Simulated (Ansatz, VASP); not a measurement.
# Two plane-wave programs on PdRu3Pt

Contents of INCAR:

```
PREC = Accurate
ENCUT = 600
EDIFF = 1E-7
ISMEAR = 0
SIGMA = 0.1
LREAL = False
LASPH = True
NELM = 80
ALGO = Normal
ISIF = 3
LWAVE = False
LCHARG = False
GGA = PE
IBRION = 2
NSW = 90
EDIFFG = -0.04
```

The input KPOINTS:

```
Automatic mesh
0
Gamma
  4 4 4
```

POSCAR

```
PdRu3Pt
1.0
    3.8602532100      0.0000000000      0.0000000000
    0.0000000000      3.8602532100      0.0000000000
    0.0000000000      0.0000000000      3.8602532100
Ru Pd Pt
3 1 1
Direct
    0.0000000000      0.5000000000      0.5000000000
    0.5000000000      0.5000000000      0.0000000000
    0.5000000000      0.0000000000      0.5000000000
    0.0000000000      0.0000000000      0.0000000000
    0.5000000000      0.5000000000      0.5000000000
```

Input for Ansatz:

```yaml
crystal:
  lattice:
    - [3.86025321, 0.0, 0.0]
    - [0.0, 3.86025321, 0.0]
    - [0.0, 0.0, 3.86025321]
  atoms:
    - { symbol: Ru, position: [0.0, 0.5, 0.5] }
    - { symbol: Ru, position: [0.5, 0.5, 0.0] }
    - { symbol: Ru, position: [0.5, 0.0, 0.5] }
    - { symbol: Pd, position: [0.0, 0.0, 0.0] }
    - { symbol: Pt, position: [0.5, 0.5, 0.5] }
basis:
  ecutwfc: 420
kpoints:
  mp_grid: { grid: [4, 4, 4] }
hamiltonian:
  xc: pbe
scf:
  occupations: { method: gaussian, width: 0.1 }
  lower_state_search: "off"
output:
  forces: true
  stress: true
  eigenvalues: true
relax:
  adjacent_minimum: "off"
  f_tol: 0.04
  max_steps: 70
  cell: { stress_tol: 0.4 }
```

Change from the starting cell: species swapped into the Mn3SnN type (Pm-3m, No. 221).

Alike in both runs: task relaxation of cell and atoms; functional PBE; k mesh 4 × 4 × 4; occupations gaussian, width 0.1 eV; no spin polarisation.

|  | VASP | Ansatz |
| --- | --- | --- |
| version | VASP 6.6.1 | Ansatz 0.2.0 |
| potentials or method | VASP PAW PBE potentials, release 64 (Ru_pv, Pd, Pt), cutoff 600 eV | scalar-relativistic, plane waves, PAW |
| valence electrons in the cell | 62 | 84 |

|  | VASP | Ansatz | Ansatz less VASP |
| --- | --- | --- | --- |
| gap on the k mesh at the Fermi level, each at its own relaxed structure (eV) | none | none | - |
| relaxed volume (Å³/atom) | 20.44 | 20.56 | +0.119 |
| relaxed cell length with the largest relative difference (Å) | 4.675 | 4.684 | +0.0091 |

A gap of «none» marks a metal or a gap that the smearing closes. VASP's potentials hold 62 valence electrons a cell and Ansatz's 84, so a difference there can come from the potentials and not from the codes.

The k mesh is coarse, so the values compare programs but aren't converged. Neither program's run includes spin-orbit coupling. Noted on VASP's run: the volume moved by over 15 % at a fixed basis, so the end points are rough.
